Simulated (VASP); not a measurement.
Input of a VASP 6.6.1 run:

Contents of INCAR:

```
SYSTEM = BeSe3
PREC = Accurate
ENCUT = 520
EDIFF = 1E-7
ISMEAR = 0
SIGMA = 0.2
LREAL = .False.
LASPH = .True.
NELM = 80
ALGO = Normal
ISIF = 2
LWAVE = .False.
LCHARG = .False.
GGA = PE
NBANDS = 30
```

File KPOINTS:

```
regular mesh
0
Gamma
  4 4 2
  0 0 0
```

File POSCAR:

```
BeSe3
1.0
    3.7181371229      0.0000000000      0.0000000000
    0.0000000000      3.7181371229      0.0000000000
    0.0000000000      0.0000000000     14.7410194603
Be Se
2 6
Direct
    0.5000000000      0.5000000000      0.0000000000
    0.0000000000      0.0000000000      0.0000000000
    0.5000000000      0.0000000000      0.9104431772
    0.0000000000      0.5000000000      0.0895568228
    0.0000000000      0.5000000000      0.3821915968
    0.5000000000      0.0000000000      0.3822403413
    0.5000000000      0.0000000000      0.6178084032
    0.0000000000      0.5000000000      0.6177596587
```

Potentials or basis: VASP PAW PBE potentials, release 64 (Be, Se).

Command:

```console
$ cat potpaw_PBE.64/Be/POTCAR potpaw_PBE.64/Se/POTCAR > POTCAR
$ mpirun -np 1 vasp_std > vasp.out
```

Predict the band gap on the k mesh.

zero (bands 20 and 21 overlap by 2.89 eV).

Estimate the pressure.

0.1 GPa.

Forces on the atoms (eV/Å):
```
Be   0.000  0.000  0.000
Be   0.000  0.000  0.000
Se   0.000  0.000 -0.025
Se   0.000  0.000  0.025
Se   0.000  0.000  0.010
Se   0.000  0.000  0.007
Se   0.000  0.000 -0.010
Se   0.000  0.000 -0.007
```

Caveat: the k points lie up to 0.42 Å⁻¹ apart, too coarse for converged energies and pressures of a metal; this functional lacks dispersion, which binds layers or chains, so the pressure and a relaxed spacing across them are unreliable.
